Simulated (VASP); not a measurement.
Crystal: ZnS (zincblende type).

```xyz
2
Lattice="0.0000 2.1943 2.1943 2.1943 0.0000 2.1943 2.1943 2.1943 0.0000" Properties=species:S:1:pos:R:3 pbc="T T T"
Zn    0.0000    0.0000    0.0000
S     1.0972    1.0972    1.0972
```

This cell differs from its parent crystal: volume scaled by 0.55.

Base run:

```yaml
Program: VASP 6.6.1
Functional: PBEsol
Potentials_or_basis: VASP PAW PBE potentials, release 64 (Zn, S)
Cutoff: 520 eV
k_mesh: 14 × 14 × 14
Occupations: fermi-dirac, width 0.1 eV
Spin: no spin polarisation
```

Its results: band gap on the k mesh 1.23 eV, indirect (least direct gap 4.84 eV); pressure 178.6 GPa.

Problem. The run is repeated on the same cell with these changes: functional from PBEsol to revPBE. What comes out?

Solution. Band gap on the k mesh 1.37 eV, indirect (least direct gap 4.91 eV); pressure 191.6 GPa.

revPBE binds less tightly than PBEsol, so the same cell stands under more pressure.

Caveats: the PAW data sets were made with another functional, which shifts forces and pressure a little.

A k mesh can miss the band edges.
